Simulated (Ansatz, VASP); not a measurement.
LiZrN: VASP beside Ansatz

The input INCAR:

```
  PREC = Accurate
  ENCUT = 520
  EDIFF = 1E-6
  ISMEAR = 0
  SIGMA = 0.1
  LREAL = False
  LASPH = True
  NELM = 150
  ALGO = Normal
  ISIF = 2
  LWAVE = False
  LCHARG = False
  ISPIN = 2
  MAGMOM = 0 1 0
  LORBIT = 11
  LMAXMIX = 4
  GGA = PE
  NBANDS = 21
```

KPOINTS

```
Automatic mesh
0
Gamma
  6 6 4
```

POSCAR

```
LiZrN
1.0
    3.1495042407      0.0000000000      0.0000000000
    0.0000000000      3.1495042407      0.0000000000
    0.0000000000      0.0000000000      4.1753902787
Li Zr N
1 1 1
Direct
    0.0000000000      0.0000000000      0.5000000000
    0.5000000000      0.5000000000      0.0000000000
    0.0000000000      0.0000000000      0.0000000000
```

Input for Ansatz:

```yaml
crystal:
  lattice:
    - [3.1495042407, 0.0, 0.0]
    - [0.0, 3.1495042407, 0.0]
    - [0.0, 0.0, 4.1753902787]
  atoms:
    - { symbol: Li, position: [0.0, 0.0, 0.5] }
    - { symbol: Zr, position: [0.5, 0.5, 0.0], spin: 1.0 }
    - { symbol: "N", position: [0.0, 0.0, 0.0] }
basis:
  ecutwfc: 420
kpoints:
  mp_grid: { grid: [6, 6, 4] }
hamiltonian:
  xc: pbe
scf:
  occupations: { method: gaussian, width: 0.1 }
  lower_state_search: "off"
output:
  forces: true
  stress: true
  eigenvalues: true
  populations: true
magnetization:
  spin_polarized: true
```

Alike in both runs: task single point; functional PBE; k mesh 6 × 6 × 4; occupations gaussian, width 0.1 eV; collinear spin.

|  | VASP | Ansatz |
| --- | --- | --- |
| version | VASP 6.6.1 | Ansatz 0.2.0 |
| potentials or method | VASP PAW PBE potentials, release 64 (Li_sv, Zr_sv, N), cutoff 520 eV | scalar-relativistic, plane waves, PAW |
| valence electrons in the cell | 20 | 20 |

```tsv
	VASP	Ansatz	Ansatz less VASP
gap on the k mesh at the Fermi level (eV)	none	none	-
net moment per atom (μB)	0.00	0.00	-0.001
```

A gap of «none» marks a metal or a gap that the smearing closes. The functional is the same, so the differences come from potentials, cutoffs and numerics. Ansatz's warnings: seeded moment not kept.

The k mesh is coarse, so the values compare programs but aren't converged. Noted on VASP's run: the cutoff is short for stress, so the pressure is rough.
